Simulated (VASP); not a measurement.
The system is Cu.

```
Cu
1.0
     0.00000    2.48500    2.48500
     2.48500    0.00000    2.48500
     2.48500    2.48500    0.00000
Cu
2
Cartesian
  0.0000 0.0000 0.0000
  1.2425 1.2425 1.2425
```

This isn't the form of Cu at room conditions, which is fcc.

- Program: VASP 6.6.1
- Task: relaxation of cell and atoms
- Functional: PBEsol
- Potentials or basis: VASP PAW PBE potentials, release 64 (Cu)
- Cutoff: 600 eV
- k mesh: 16 × 16 × 16
- Occupations: gaussian, width 0.1 eV
- Spin: no spin polarisation

At the start: pressure 15.6 GPa; volume 15.35 Å³/atom.

Question: Where does the relaxation end?

Answer: Over 3 steps the energy falls by 111.6 meV/atom and the volume is 17.99 Å³/atom (+17.2 %); space group Fd-3m (No. 227, to 0.1 Å) before and after.

Step by step:
```
step  energy change (eV)  largest force (eV/Å)  pressure (GPa)  volume (Å³)
   1              0.0000                0.0000           15.56        30.69
   2             -0.2064                0.0000           -2.88        37.80
   3             -0.2231                0.0000            0.08        35.97
```

Final structure:
```xyz
2
Lattice="0.0000 2.6200 2.6200 2.6200 0.0000 2.6200 2.6200 2.6200 0.0000" Properties=species:S:1:pos:R:3 pbc="T T T"
Cu    0.0000    0.0000    0.0000
Cu    1.3100    1.3100    1.3100
```

Caveat: the volume moved by over 15 % at a fixed basis, so the end points are rough; the PAW data sets were made with another functional, which shifts forces and pressure a little.
